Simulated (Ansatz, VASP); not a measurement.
# Two plane-wave programs on Cs

Contents of INCAR:

```
SYSTEM = Cs
PREC = Accurate
ENCUT = 500
EDIFF = 1E-7
ISMEAR = 0
SIGMA = 0.1
LREAL = .FALSE.
LASPH = .TRUE.
NELM = 120
ALGO = Normal
ISIF = 3
LWAVE = .FALSE.
LCHARG = .FALSE.
GGA = PE
IBRION = 2
NSW = 90
EDIFFG = -0.04
GGA_COMPAT = .FALSE.
NELMIN = 4
```

Contents of KPOINTS:

```
Automatic mesh
0
G
  3 3 1
  0 0 0
```

Contents of POSCAR:

```
Cs
1.0
    6.2708052435      0.0000000000      0.0000000000
   -3.1354026218      5.4306766430      0.0000000000
    0.0000000000      0.0000000000     16.0993954936
Cs
4
Direct
    0.3333333333      0.6666666667      0.1610000000
    0.6666666667      0.3333333333      0.6610000000
    0.3333333333      0.6666666667      0.3390000000
    0.6666666667      0.3333333333      0.8390000000
```

Input for Ansatz:

```yaml
crystal:
  lattice:
    - [6.2708052435, 0.0, 0.0]
    - [-3.1354026218, 5.430676643, 0.0]
    - [0.0, 0.0, 16.0993954936]
  atoms:
    - { symbol: Cs, position: [0.3333333333, 0.6666666667, 0.161] }
    - { symbol: Cs, position: [0.6666666667, 0.3333333333, 0.661] }
    - { symbol: Cs, position: [0.3333333333, 0.6666666667, 0.339] }
    - { symbol: Cs, position: [0.6666666667, 0.3333333333, 0.839] }
basis:
  ecutwfc: 420
kpoints:
  mp_grid: { grid: [3, 3, 1] }
hamiltonian:
  xc: pbe
scf:
  occupations: { method: gaussian, width: 0.1 }
  lower_state_search: "off"
output:
  forces: true
  stress: true
  eigenvalues: true
relax:
  adjacent_minimum: "off"
  f_tol: 0.04
  max_steps: 70
  cell: { stress_tol: 0.4 }
```

Alike in both runs: task relaxation of cell and atoms; functional PBE; k mesh 3 × 3 × 1; occupations gaussian, width 0.1 eV; no spin polarisation.

```csv
,VASP,Ansatz
version,VASP 6.6.1,Ansatz 0.2.0
potentials or method,"VASP PAW PBE potentials, release 64 (Cs_sv), cutoff 500 eV","scalar-relativistic, plane waves, PAW"
valence electrons in the cell,36,36
```

```tsv
	VASP	Ansatz	Ansatz less VASP
gap on the k mesh at the Fermi level, each at its own relaxed structure (eV)	none	none	-
relaxed volume (Å³/atom)	118.25	118.95	+0.698
relaxed cell length with the largest relative difference (Å)	18.569	18.623	+0.0539
```

A gap of «none» marks a metal or a gap that the smearing closes.

The k mesh is coarse, so the values compare programs but aren't converged. Spin-orbit coupling is off throughout.
